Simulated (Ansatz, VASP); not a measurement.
P in VASP and in Ansatz

Contents of INCAR:

```
PREC = Accurate
ENCUT = 600
EDIFF = 1E-6
ISMEAR = 0
SIGMA = 0.01
LREAL = False
LASPH = True
NELM = 60
ALGO = Normal
ISIF = 3
LWAVE = False
LCHARG = False
GGA = PE
IVDW = 12
IBRION = 2
NSW = 90
EDIFFG = -0.02
```

KPOINTS

```
regular mesh
0
Gamma
  10 10 8
```

File POSCAR:

```
P
1.0
    1.6582000000     -5.2420000000      0.0000000000
    1.6582000000      5.2420000000      0.0000000000
    0.0000000000      0.0000000000      4.3793000000
P
4
Direct
    0.8983800000      0.1016200000      0.0806800000
    0.6016200000      0.3983800000      0.5806800000
    0.1016200000      0.8983800000      0.9193200000
    0.3983800000      0.6016200000      0.4193200000
```

Input for Ansatz:

```yaml
crystal:
  lattice:
    - [1.6582, -5.242, 0.0]
    - [1.6582, 5.242, 0.0]
    - [0.0, 0.0, 4.3793]
  atoms:
    - { symbol: P, position: [0.89838, 0.10162, 0.08068] }
    - { symbol: P, position: [0.60162, 0.39838, 0.58068] }
    - { symbol: P, position: [0.10162, 0.89838, 0.91932] }
    - { symbol: P, position: [0.39838, 0.60162, 0.41932] }
basis:
  ecutwfc: 420
kpoints:
  mp_grid: { grid: [10, 10, 8] }
hamiltonian:
  xc: pbe
  dispersion: d3bj
scf:
  occupations: { method: gaussian, width: 0.01 }
output:
  forces: true
  stress: true
  eigenvalues: true
relax:
  adjacent_minimum: "off"
  f_tol: 0.02
  max_steps: 70
  cell: { stress_tol: 0.1 }
```

Alike in both runs: task relaxation of cell and atoms; functional PBE; dispersion D3(BJ); k mesh 10 × 10 × 8; occupations gaussian, width 0.01 eV; no spin polarisation.

|  | VASP | Ansatz |
| --- | --- | --- |
| version | VASP 6.6.1 | Ansatz 0.2.0 |
| potentials or method | VASP PAW PBE potentials, release 64 (P), cutoff 600 eV | scalar-relativistic, plane waves, PAW |
| valence electrons in the cell | 20 | 20 |

```csv
,VASP,Ansatz,Ansatz less VASP
"gap on the k mesh at the Fermi level, each at its own relaxed structure (eV)",none,none,-
relaxed volume (Å³/atom),17.68,17.66,-0.013
relaxed length of the cell vector where the two differ most in proportion (Å),4.183,4.166,-0.0175
```

A gap of «none» marks a metal or a gap that the smearing closes.
